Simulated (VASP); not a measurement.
**Mo: single point with PBE**

Mo:

```xyz
1
Lattice="-1.5838 1.5838 1.5838 1.5838 -1.5838 1.5838 1.5838 1.5838 -1.5838" Properties=species:S:1:pos:R:3 pbc="T T T"
Mo    0.0000    0.0000    0.0000
```

* Program: VASP 6.6.1
* Task: single point
* Functional: PBE
* Potentials or basis: VASP PAW PBE potentials, release 64 (Mo_sv)
* Cutoff: 520 eV
* k mesh: 9 × 9 × 9
* Occupations: fermi-dirac, width 0.05 eV
* Spin: non-collinear spin, zero start, spin-orbit coupling
* Starting moments: [[0.0, 0.0, 0.0]] μB

- Pressure: -1.4 GPa
- Net moment: 0.00 μB per cell
- Valence electrons inside the program's atomic spheres: Mo 12.46

Moments on the atoms (μB; x, y, z):
```
Mo  0.00 0.00 0.00
```

Wall time 12 s on 1 thread of Intel(R) Xeon(R) 6975P-C (Granite Rapids), on a shared host, peak memory 0.16 GiB.
